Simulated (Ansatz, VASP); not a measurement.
**One calculation of ZnS, two programs**

```
CELL_PARAMETERS angstrom
0.00000 2.32576 2.32576
2.32576 0.00000 2.32576
2.32576 2.32576 0.00000
ATOMIC_POSITIONS crystal
Zn 0.00000 0.00000 0.00000
S 0.50000 0.50000 0.50000
```

Alike in both runs: task relaxation of cell and atoms; functional r2SCAN; k mesh 16 × 16 × 16; occupations fermi-dirac, width 0.08 eV; no spin polarisation.

|  | VASP | Ansatz |
| --- | --- | --- |
| version | VASP 6.6.1 | Ansatz 0.2.0 |
| potentials or method | VASP PAW PBE potentials, release 64 (Zn, S) | PAW with Ansatz's default frozen-core files, scalar-relativistic |
| plane-wave cutoff (eV) | 600 | 500 |
| valence electrons in the cell | 18 | 18 |

Ansatz gave:

| Item | Value |
| --- | --- |
| relaxed volume (Å³/atom) | 16.21 |
| relaxed cell length with the largest relative difference (Å) | 3.579 |

Task: What did VASP give for the same quantities?

Result: Relaxed volume (Å³/atom): 16.25; relaxed cell length with the largest relative difference (Å): 3.582.

VASP's potentials were made for PBE, not for r2SCAN.

Noted on VASP's run: the volume moved by over 15 % at a fixed basis, so the end points are rough.
